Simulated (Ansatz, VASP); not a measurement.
## Two plane-wave programs on P

```
CELL_PARAMETERS angstrom
2.49975 0.00000 0.00000
0.00000 2.49975 0.00000
0.00000 0.00000 2.36891
ATOMIC_POSITIONS crystal
P 0.00000 0.00000 0.00000
```

Alike in both runs: functional PBE; k mesh 8 × 8 × 6; occupations gaussian, width 0.1 eV; no spin polarisation.

Ansatz relaxed the structure, and its values are those at the end. VASP's run is a single point on that final structure, the one shown.

```csv
,VASP,Ansatz
version,VASP 6.6.1,Ansatz 0.2.0
potentials or method,"VASP PAW PBE potentials, release 64 (P), cutoff 520 eV","scalar-relativistic, plane waves, PAW"
valence electrons in the cell,5,5
```

```tsv
	VASP	Ansatz	Ansatz less VASP
gap on the k mesh at the Fermi level (eV)	none	none	-
pressure (GPa)	-0.3	0.0	+0.27
```

A gap of «none» marks a metal or a gap that the smearing closes. The functional is the same, so the differences come from potentials, cutoffs and numerics.

The k mesh is coarse, so the values compare programs but aren't converged.
